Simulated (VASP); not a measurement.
Set up this calculation in VASP 6.6.1, as the native input.

| Property | Result |
| --- | --- |
| Task | single point |
| Functional | PBE |
| Potentials or basis | VASP PAW PBE potentials, release 64 (Ge_d) |
| Cutoff | 520 eV |
| k mesh | 15 × 15 × 15 |
| Occupations | methfessel-paxton, width 0.05 eV |
| Spin | no spin polarisation |
| Dipole correction | no |
| Further INCAR settings | ALGO = Normal; EDIFF = 1e-07; NBANDS = 13 |

The structure of Ge lies in POSCAR:

```
Ge
1.0
    2.6072291438      0.0000000000      0.0000000000
    0.0000000000      2.6072291438      0.0000000000
    0.0000000000      0.0000000000      2.6072291438
Ge
1
Direct
    0.0000000000      0.0000000000      0.0000000000
```

The input as run:

INCAR

```
SYSTEM = Ge
ALGO     = Normal         ! electronic algorithm
EDIFF    = 1E-7           ! SCF threshold, eV
ENCUT    = 520            ! plane-wave cutoff, eV
GGA      = PE             ! functional
ISIF     = 2              ! what is computed and relaxed
ISMEAR   = 1              ! smearing method
LASPH    = .TRUE.         ! aspherical terms in the spheres
LCHARG   = .FALSE.        ! write CHGCAR
LREAL    = .FALSE.        ! projectors in reciprocal space
LWAVE    = .FALSE.        ! write WAVECAR
NBANDS   = 13             ! bands
NELM     = 80             ! most SCF steps
PREC     = Accurate       ! precision mode
SIGMA    = 0.05           ! smearing width, eV
```

KPOINTS

```
k-points
0
G
  15 15 15
  0 0 0
```

Potentials or basis: VASP PAW PBE potentials, release 64 (Ge_d).

Launch:

```bash
$ cat potpaw_PBE.64/Ge_d/POTCAR > POTCAR
$ mpirun -np 1 vasp_std > vasp.out
```

Results of the run:

- Pressure: 10.0 GPa
- Band gap on the k mesh: zero (band 7 reaches 14.42 eV, above the bottom of band 8 at 4.62 eV)

Run time: 7.8 s on 1 thread of Intel(R) Xeon(R) 6975P-C (Granite Rapids), with other jobs on the host, peak memory 0.14 GiB.
